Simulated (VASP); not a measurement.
# MnS: single point with PBE

MnS:

```
Mn S
1.0
     0.00000    2.47346    2.47346
     2.47346    0.00000    2.47346
     2.47346    2.47346    0.00000
Mn S
1 1
Direct
  0.00000 0.00000 0.00000
  0.75000 0.75000 0.75000
```

```yaml
Program: VASP 6.6.1
Task: single point
Functional: PBE
Potentials_or_basis: VASP PAW PBE potentials, release 64 (Mn_pv, S)
Cutoff: 520 eV
k_mesh: 8 × 8 × 8
Occupations: fermi-dirac, width 0.05 eV
Spin: collinear spin, ferromagnetic start
Starting_moments: "[4.0, 0.0] μB"
Fixed_moment: 4 μB
```

| Property | Result |
| --- | --- |
| Pressure | 38.2 GPa |
| Net moment | 4.00 μB per cell |
| Site moments | Mn +3.56; S +0.06 μB |
| Valence electrons inside the program's atomic spheres | Mn 11.92; S 3.88 |

It took 36 s on 1 thread of Intel(R) Xeon(R) 6975P-C (Granite Rapids), on a shared host, peak memory 0.18 GiB.

Caveat: the cell stands under pressure; the total moment is fixed, so each spin has its own Fermi level; a cell with one magnetic atom can't hold antiferromagnetic order, which such compounds often take.
